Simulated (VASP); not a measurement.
# Rh (Fm-3m) in VASP: notebook

Rh is run at these levels: PBE; tasks: single point.

Program: VASP 6.6.1. These are calculated values, not measurements. Logs are shortened: lines on timing, memory, paths and dates and some standing lists are left out, and cuts for length are marked.

### Step 1. The cell of the first run

It takes space group Fm-3m (No. 225, cubic). The conventional cell has a = 3.830 Å, b = 3.830 Å, c = 3.830 Å, α = 90.00°, β = 90.00°, γ = 90.00°. Rh (site symmetry m-3m) has 12 Rh at 2.71 Å within 3.6 Å.

### Step 2. Single point, PBE, non-collinear spin, typed start, spin-orbit coupling

INCAR

```
ALGO     = Normal         # electronic algorithm
EDIFF    = 1E-7           # SCF threshold, eV
ENCUT    = 520            # plane-wave cutoff, eV
GGA      = PE             # functional
GGA_COMPAT= F            
ISIF     = 2              # what is computed and relaxed
ISMEAR   = -1             # smearing method
LASPH    = T              # aspherical terms in the spheres
LCHARG   = F              # write CHGCAR
LMAXMIX  = 4              # l up to which the mixer works
LORBIT   = 11             # projections on sites
LORBMOM  = T            
LREAL    = F              # projectors in reciprocal space
LSORBIT  = T              # spin-orbit coupling
LWAVE    = F              # write WAVECAR
MAGMOM   = 0 0 1          # initial moments
NBANDS   = 26             # bands
NELM     = 150            # most SCF steps
PREC     = Accurate       # precision mode
SIGMA    = 0.05           # smearing width, eV
```

KPOINTS

```
k-points
0
Gamma
  14 14 14
```

POSCAR

```
Rh
1.0
    0.0000000000      1.9152218606      1.9152218606
    1.9152218606      0.0000000000      1.9152218606
    1.9152218606      1.9152218606      0.0000000000
Rh
1
Direct
    0.0000000000      0.0000000000      0.0000000000
```

Potentials or basis: VASP PAW PBE potentials, release 64 (Rh_pv).

On the command line:

```sh
$ cat potpaw_PBE.64/Rh_pv/POTCAR > POTCAR
$ mpirun -np 1 vasp_ncl > vasp.out
```

OUTCAR:

```text
EDIFF = 1E-7
   ENCUT = 520
   GGA = PE
   ISIF = 2
   ISMEAR = -1
   LASPH = T
   LORBIT = 11
   LREAL = F
   LSORBIT = T
   NELM = 150
   PREC = Accurate

 ion  position               nearest neighbor table
   1  0.000  0.000  0.000-

  LATTYP: Found a face centered cubic cell.
 ALAT       =     3.8304437212

  Lattice vectors:

 A1 = (   0.0000000000,   1.9152218606,   1.9152218606)
 A2 = (   1.9152218606,   0.0000000000,   1.9152218606)
 A3 = (   1.9152218606,   1.9152218606,   0.0000000000)

Analysis of symmetry for initial positions (statically):
=====================================================================
 Subroutine PRICEL returns:
 Original cell was already a primitive cell.

 Routine SETGRP: Setting up the symmetry group for a
 face centered cubic supercell.

 Subroutine GETGRP returns: Found 48 space group operations
 (whereof 48 operations were pure point group operations)
 out of a pool of 48 trial point group operations.

The static configuration has the point symmetry O_h .

Analysis of symmetry for dynamics (positions and initial velocities):
=====================================================================
 Subroutine PRICEL returns:
 Original cell was already a primitive cell.

 Routine SETGRP: Setting up the symmetry group for a
 face centered cubic supercell.

 Subroutine GETGRP returns: Found 48 space group operations
 (whereof 48 operations were pure point group operations)
 out of a pool of 48 trial point group operations.

The dynamic configuration has the point symmetry O_h .

Analysis of structural, dynamic, and magnetic symmetry:
=====================================================================
 Subroutine PRICEL returns:
 Original cell was already a primitive cell.

 Routine SETGRP: Setting up the symmetry group for a
 face centered cubic supercell.

 Subroutine GETGRP returns: Found  8 space group operations
 (whereof  8 operations were pure point group operations)
 out of a pool of 48 trial point group operations.

The overall configuration has the point symmetry C_4h.

 Subroutine INISYM returns: Found  8 space group operations
 (whereof  8 operations are pure point group operations),
 and found     1 'primitive' translations

----------------------------------------------------------------------------------------

                                     Primitive cell

  volume of cell :      14.0504

  direct lattice vectors                    reciprocal lattice vectors
     0.000000000  1.915221861  1.915221861    -0.261066360  0.261066360  0.261066360
     1.915221861  0.000000000  1.915221861     0.261066360 -0.261066360  0.261066360
     1.915221861  1.915221861  0.000000000     0.261066360  0.261066360 -0.261066360

  length of vectors
     2.708532730  2.708532730  2.708532730     0.452180200  0.452180200  0.452180200

  position of ions in fractional coordinates (direct lattice)
     0.000000000  0.000000000  0.000000000

  ion indices of the primitive-cell ions
   primitive index   ion index
                 1           1

----------------------------------------------------------------------------------------

 KPOINTS: k-points

Automatic generation of k-mesh.
 Grid dimensions read from file:
 generate k-points for:   14   14   14

 Generating k-lattice:

  Cartesian coordinates                     Fractional coordinates (reciprocal lattice)
    -0.018647597  0.018647597  0.018647597     0.071428571  0.000000000  0.000000000
     0.018647597 -0.018647597  0.018647597     0.000000000  0.071428571  0.000000000
     0.018647597  0.018647597 -0.018647597     0.000000000  0.000000000  0.071428571

  Length of vectors
     0.032298586  0.032298586  0.032298586

  Shift w.r.t. Gamma in fractional coordinates (k-lattice)
     0.000000000  0.000000000  0.000000000

 Subroutine IBZKPT returns following result:
 ===========================================

 Found    376 irreducible k-points:

 Following reciprocal coordinates:
            Coordinates               Weight
  0.000000  0.000000  0.000000      1.000000
[... 38 lines left out ...]
   LSORBIT =      T    spin-orbit coupling
   LASPH  =      T    aspherical Exc in radial PAW
   ENCUT  =  520.0 eV  38.22 Ry    6.18 a.u.   5.04  5.04  5.04*2*pi/ulx,y,z
   NELM   =    150;   NELMIN=  2; NELMDL= -5     # of ELM steps
   EDIFF  = 0.1E-06   stopping-criterion for ELM
   LREAL  =      F    real-space projection
   EDIFFG = 0.1E-05   stopping-criterion for IOM
   NSW    =      0    number of steps for IOM
   IBRION =     -1    ionic relax: 0-MD 1-quasi-New 2-CG
   NFREE  =      0    steps in history (QN), initial steepest desc. (CG)
   ISIF   =      2    stress and relaxation
   ISYM   =      2    0-nonsym 1-usesym 2-fastsym
   POTIM  = 0.5000    time-step for ionic-motion
   TEBEG  =    0.0;   TEEND  =   0.0 temperature during run
   PSTRESS=    0.0 pullay stress
   NELECT =      15.0000    total number of electrons
   NUPDOWN=      -1.0000    fix difference up-down
   EMIN   =  10.00;   EMAX   =-10.00  energy-range for DOS
   EFERMI =   0.00;   METHOD = LEGACY
   ISMEAR =    -1;   SIGMA  =   0.05  broadening in eV -4-tet -1-fermi 0-gaus
   EFERMI_NEDOS =   21; number of points for ismear=-14 and -15
   IALGO  =     38    algorithm
   IMIX   =      4    mixing-type and parameters
     AMIX     =   0.40;   BMIX     =  1.00
     AMIX_MAG =   1.60;   BMIX_MAG =  1.00
  volume/ion in A,a.u.               =      14.05        94.82
  Fermi-wavevector in a.u.,A,eV,Ry     =   1.673181  3.161853 38.089965  2.799533
  Thomas-Fermi vector in A             =   2.758197
   LORBIT       =     11    0 simple, 1 ext, 2 COOP (PROOUT), +10 PAW based schemes
   GGA     = PE    functional components
   LHFCALC =     F    Hartree Fock is set to
   AEXX    =    0.0000 exact exchange contribution
   IVDW    =     0    specifies the selected vdW correction
   LEPSILON=     F    determine dielectric tensor
   LRPA    =     F    only Hartree local field effects (RPA)
  energy-cutoff  :      520.00
  volume of cell :       14.05
 maximum number of plane-waves:       776
   NGX =  9   NGY =  9   NGZ =  9

 number of electron      15.0000003 magnetization      -0.0000000     -0.0000000     -0.0098526

 number of electron      15.0000003 magnetization       0.0000000      0.0000000      0.0002734

 number of electron      15.0000003 magnetization       0.0000000      0.0000000     -0.0000070

 number of electron      15.0000003 magnetization       0.0000000     -0.0000000     -0.0000137

 Free energy of the ion-electron system (eV)
  ---------------------------------------------------
  ext. energy  EPLUGINS =         0.00000000
  ---------------------------------------------------
  free energy    TOTEN  =        -7.41991011 eV

  energy without entropy =       -7.40951307  energy(sigma->0) =       -7.41471159

 E-fermi :  11.4980     XC(G=0): -13.8900

 val. band max:       11.4869918639   @ k =   0.2857   0.3571  -0.3571
 cond. band min:      11.5149223888   @ k =  -0.0714   0.2143   0.3571
 fundamental gap:      0.0279305249
 Fermi energy:        11.4979953419

 k-point     1 :       0.0000    0.0000    0.0000
  band No.  band energies     occupation
      1     -37.4067      1.00000
      2     -37.4067      1.00000
      3     -33.5576      1.00000
      4     -33.5576      1.00000
      5     -33.5576      1.00000
      6     -33.5575      1.00000
[... 685 lines left out ...]
     25      32.3954      0.00000
     26      32.3954      0.00000

 [... further k-points ...]
[... 5 lines left out ...]
  --------------------------------------------------------------------------------------
  -------------------------------------------------------------------------------------
  Total        0.0320190      0.0320190      0.0320258     -0.0000000     -0.0000000      0.0000000
  in kB        3.6511651      3.6511651      3.6519372     -0.0000016     -0.0000000      0.0000000
  external PRESSURE =       3.6514225 kB  Pullay stress =       0.0000000 kB

 VOLUME and BASIS-vectors are now :
 -----------------------------------------------------------------------------
  energy-cutoff  :      520.00
  volume of cell :       14.05
      direct lattice vectors                 reciprocal lattice vectors
     0.000000000  1.915221861  1.915221861    -0.261066360  0.261066360  0.261066360
     1.915221861  0.000000000  1.915221861     0.261066360 -0.261066360  0.261066360
     1.915221861  1.915221861  0.000000000     0.261066360  0.261066360 -0.261066360

 POSITION                                       TOTAL-FORCE (eV/Angst)
 -----------------------------------------------------------------------------------
      0.00000      0.00000      0.00000         0.000000      0.000000      0.000000
 -----------------------------------------------------------------------------------
    total drift:                               -0.000000     -0.000000     -0.000000

  FREE ENERGIE OF THE ION-ELECTRON SYSTEM (eV)
  ---------------------------------------------------
  free  energy   TOTEN  =        -7.4199101095 eV

  energy  without entropy=       -7.4095130749  energy(sigma->0) =       -7.41471159

 orbital moment (x)

 # of ion     p       d       tot
 ----------------------------------------
  1         0.000   0.000   0.000
 ----------------------------------------
            0.000   0.000   0.000

 orbital moment (y)

 # of ion     p       d       tot
 ----------------------------------------
  1         0.000  -0.000  -0.000
 ----------------------------------------
            0.000  -0.000  -0.000

 orbital moment (z)

 # of ion     p       d       tot
 ----------------------------------------
  1         0.000  -0.000  -0.000
 ----------------------------------------
            0.000  -0.000  -0.000

 Spin-Orbit-Coupling matrix elements

 Ion:    1  E_soc:     -0.3102728
 l=   1
     0.0000000    -0.0413194    -0.0413195
    -0.0413194     0.0000000    -0.0413194
    -0.0413195    -0.0413194     0.0000000
 l=   2
     0.0000000    -0.0017822     0.0000000    -0.0017822    -0.0086105
    -0.0017822     0.0000000    -0.0064579    -0.0017822    -0.0021526
     0.0000000    -0.0064579     0.0000000    -0.0064579     0.0000000
    -0.0017822    -0.0017822    -0.0064579     0.0000000    -0.0021526
    -0.0086105    -0.0021526     0.0000000    -0.0021526     0.0000000
 l=   3
     0.0000000     0.0000000     0.0000000     0.0000000     0.0000000     0.0000000     0.0000000
     0.0000000     0.0000000     0.0000000     0.0000000     0.0000000     0.0000000     0.0000000
     0.0000000     0.0000000     0.0000000     0.0000000     0.0000000     0.0000000     0.0000000
     0.0000000     0.0000000     0.0000000     0.0000000     0.0000000     0.0000000     0.0000000
     0.0000000     0.0000000     0.0000000     0.0000000     0.0000000     0.0000000     0.0000000
     0.0000000     0.0000000     0.0000000     0.0000000     0.0000000     0.0000000     0.0000000
     0.0000000     0.0000000     0.0000000     0.0000000     0.0000000     0.0000000     0.0000000

 total charge

# of ion       s       p       d       tot
------------------------------------------
    1        0.402   6.288   7.063  13.754

 magnetization (x)

# of ion       s       p       d       tot
------------------------------------------
    1        0.000   0.000   0.000   0.000

 magnetization (y)

# of ion       s       p       d       tot
------------------------------------------
    1        0.000   0.000   0.000   0.000

 magnetization (z)

# of ion       s       p       d       tot
------------------------------------------
    1       -0.000   0.000  -0.000  -0.000
```

Wall time 9 min (1 thread of AMD EPYC 7R13, shared host); peak memory 0.27 GiB.

Results:

* Free energy: -7.4199 eV
* Pressure: 0.4 GPa
* Net moment: 0.00 μB per cell
* Valence electrons inside the program's atomic spheres: Rh 13.75

Moments on the atoms (μB; x, y, z):
```
Rh  0.00 0.00 0.00
```

### Step 3. Single point, PBE

INCAR

```
PREC     = Accurate       # precision mode
ENCUT    = 520            # plane-wave cutoff, eV
EDIFF    = 1E-6           # SCF threshold, eV
ISMEAR   = -1             # smearing method
SIGMA    = 0.1            # smearing width, eV
LREAL    = False          # projectors in reciprocal space
LASPH    = True           # aspherical terms in the spheres
NELM     = 100            # most SCF steps
ALGO     = Normal         # electronic algorithm
ISIF     = 2              # what is computed and relaxed
LWAVE    = False          # write WAVECAR
LCHARG   = False          # write CHGCAR
GGA      = PE             # functional
NBANDS   = 14             # bands
```

KPOINTS

```
Automatic mesh
0
Gamma
  2 2 2
```

POSCAR

```
Rh
1.0
    0.0000000000      1.9160595532      1.9160595532
    1.9160595532      0.0000000000      1.9160595532
    1.9160595532      1.9160595532      0.0000000000
Rh
1
Direct
    0.0000000000      0.0000000000      0.0000000000
```

Potentials or basis: VASP PAW PBE potentials, release 64 (Rh_pv).

On the command line:

```sh
$ cat potpaw_PBE.64/Rh_pv/POTCAR > POTCAR
$ mpirun -np 1 vasp_std > vasp.out
```

Wall time 4 s (1 thread of Intel Xeon 8259CL, shared host); peak memory 0.12 GiB.

Results (log left out):

* Free energy: -3.7483 eV
* Pressure: 55.6 GPa

Levels at points of the mesh, in eV from the Fermi level:
```
           k point  band 7  band 8  band 9  band 10  band 11  band 12
(0.00, 0.00, 0.00)   -3.74   -1.60   -1.60    14.95    20.40    20.46
(0.50, 0.00, 0.00)   -0.14   -0.12   -0.12     7.62    14.54    20.16
(0.50, 0.50, 0.00)    0.25    0.25    2.29    11.24    12.29    12.29
```

Caveat: the k points lie up to 1.42 Å⁻¹ apart.

### Step 4. Single point, PBE

INCAR

```
SYSTEM = Rh
PREC = Accurate ; ENCUT = 520
EDIFF = 1E-6 ; ISMEAR = -1
SIGMA = 0.1 ; LREAL = .FALSE.
LASPH = .TRUE. ; NELM = 80
ALGO = Normal ; ISIF = 2
LWAVE = .FALSE. ; LCHARG = .FALSE.
GGA = PE ; NBANDS = 14
```

KPOINTS

```
Automatic mesh
0
G
  4 4 4
  0 0 0
```

POSCAR is that of step 3.

Potentials or basis: VASP PAW PBE potentials, release 64 (Rh_pv).

On the command line:

```sh
$ cat potpaw_PBE.64/Rh_pv/POTCAR > POTCAR
$ mpirun -np 1 vasp_std > vasp.out
```

OUTCAR:

```text
SYSTEM = Rh
   PREC = Accurate
   ENCUT = 520
   EDIFF = 1E-6
   ISMEAR = -1
   LREAL = .FALSE.
   LASPH = .TRUE.
   NELM = 80
   ISIF = 2
   GGA = PE

 ion  position               nearest neighbor table
   1  0.000  0.000  0.000-

  LATTYP: Found a face centered cubic cell.
 ALAT       =     3.8321191064

  Lattice vectors:

 A1 = (   0.0000000000,   1.9160595532,   1.9160595532)
 A2 = (   1.9160595532,   0.0000000000,   1.9160595532)
[... 295 lines left out ...]
     12      23.9585      0.00000
     13      32.1857      0.00000
     14      37.1553      0.00000

------------------------ aborting loop because EDIFF is reached ----------------------------------------

  FORCE on cell =-STRESS in cart. coord.  units (eV):
  Direction    XX          YY          ZZ          XY          YZ          ZX
  --------------------------------------------------------------------------------------
  -------------------------------------------------------------------------------------
  Total       -0.6012728     -0.6012728     -0.6012728      0.0000000      0.0000000     -0.0000000
  in kB      -68.4739136    -68.4739136    -68.4739136      0.0000000      0.0000000     -0.0000000
  external PRESSURE =     -68.4739136 kB  Pullay stress =       0.0000000 kB

 VOLUME and BASIS-vectors are now :
 -----------------------------------------------------------------------------
  energy-cutoff  :      520.00
  volume of cell :       14.07
      direct lattice vectors                 reciprocal lattice vectors
     0.000000000  1.916059553  1.916059553    -0.260952223  0.260952223  0.260952223
     1.916059553  0.000000000  1.916059553     0.260952223 -0.260952223  0.260952223
     1.916059553  1.916059553  0.000000000     0.260952223  0.260952223 -0.260952223

 POSITION                                       TOTAL-FORCE (eV/Angst)
 -----------------------------------------------------------------------------------
      0.00000      0.00000      0.00000         0.000000      0.000000      0.000000
 -----------------------------------------------------------------------------------
    total drift:                                0.000000     -0.000000     -0.000000

  FREE ENERGIE OF THE ION-ELECTRON SYSTEM (eV)
  ---------------------------------------------------
  free  energy   TOTEN  =        -7.6848201857 eV

  energy  without entropy=       -7.6785007684  energy(sigma->0) =       -7.68166048
```

stdout:

```text
POSCAR found type information on POSCAR Rh
 POSCAR found :  1 types and       1 ions
 scaLAPACK will be used
 LDA part: xc-table for (Slater+PW92), standard interpolation
 POSCAR, INCAR and KPOINTS ok, starting setup
 FFT: planning ... GRIDC
 FFT: planning ... GRID_SOFT
 FFT: planning ... GRID
 WAVECAR not read
 entering main loop
```

Wall time 4 s (1 thread of Intel Xeon 8259CL, shared host); peak memory 0.12 GiB.

What came out:

```
Free energy : -7.6848 eV
Pressure    : -6.8 GPa
```

Caveat: the k points lie up to 0.71 Å⁻¹ apart.

### Step 5. Single point, PBE

INCAR

```
SYSTEM = Rh
PREC = Accurate ; ENCUT = 520
EDIFF = 1E-6 ; ISMEAR = -1
SIGMA = 0.1 ; LREAL = .FALSE.
LASPH = .TRUE. ; NELM = 80
ALGO = Normal ; ISIF = 2
LWAVE = .FALSE. ; LCHARG = .TRUE.
GGA = PE ; LELF = .TRUE.
LVHAR = .TRUE. ; NBANDS = 14
```

KPOINTS

```
Automatic mesh
0
G
  5 5 5
  0 0 0
```

POSCAR is that of step 4.

On the command line:

```sh
$ cat potpaw_PBE.64/Rh_pv/POTCAR > POTCAR
$ mpirun -np 1 vasp_std > vasp.out
```

Run time: 5 s. Hardware: 1 thread of Intel Xeon 8259CL, shared host; peak memory 0.13 GiB.

It converged, with:

```yaml
Free_energy: -7.1616 eV
Pressure: 2.8 GPa
```

Levels at points of the mesh, in eV from the Fermi level:
```csv
k point,band 5,band 6,band 7,band 8,band 9,band 10
"(0.00, 0.00, 0.00)",-3.19,-3.19,-3.19,-1.16,-1.16,15.76
```

Caveat: the k points lie up to 0.57 Å⁻¹ apart.

### Step 6. Single point, PBE

INCAR

```
PREC = Accurate ; ENCUT = 520
EDIFF = 1E-6 ; ISMEAR = -1
SIGMA = 0.1 ; LREAL = F
LASPH = T ; NELM = 80
ALGO = Normal ; ISIF = 2
LWAVE = F ; LCHARG = T
GGA = PE ; LELF = T
LVHAR = T ; NBANDS = 14
```

KPOINTS

```
Automatic mesh
0
Gamma
  7 7 7
```

POSCAR is that of step 5.

Potentials or basis: VASP PAW PBE potentials, release 64 (Rh_pv).

On the command line:

```sh
$ cat potpaw_PBE.64/Rh_pv/POTCAR > POTCAR
$ mpirun -np 1 vasp_std > vasp.out
```

It took 6.5 s on 1 thread of Intel Xeon 8259CL, shared host; peak memory 0.12 GiB.

The run converged. Its results:

```yaml
Free_energy: -7.3335 eV
Pressure: -1.1 GPa
```

Levels at points of the mesh, in eV from the Fermi level:
```csv
k point,band 5,band 6,band 7,band 8,band 9,band 10
"(0.00, 0.00, 0.00)",-2.99,-2.99,-2.99,-0.97,-0.97,16.00
```

Caveat: the k points lie up to 0.41 Å⁻¹ apart.

### Step 7. The runs side by side

```csv
spin,cell,k mesh,smearing,gap on the mesh (eV),pressure (GPa)
"non-collinear, typed start, SOC","a = 2.709 Å, angles 60.0°, 1 atom",14 × 14 × 14,fermi-dirac 0.05 eV,-,0.4
off,"a = 2.710 Å, angles 60.0°, 1 atom",2 × 2 × 2,fermi-dirac 0.1 eV,none,55.6
off,"a = 2.710 Å, angles 60.0°, 1 atom",4 × 4 × 4,fermi-dirac 0.1 eV,none,-6.8
off,"a = 2.710 Å, angles 60.0°, 1 atom",5 × 5 × 5,fermi-dirac 0.1 eV,none,2.8
off,"a = 2.710 Å, angles 60.0°, 1 atom",7 × 7 × 7,fermi-dirac 0.1 eV,none,-1.1
```

Alike in all rows: task single point; level PBE; potentials or basis VASP PAW PBE potentials, release 64 (Rh_pv); cutoff (eV) 520.

Caveats: some runs use coarse meshes.

Total energies depend on the potentials used, so only differences within one code and one set of settings carry meaning.
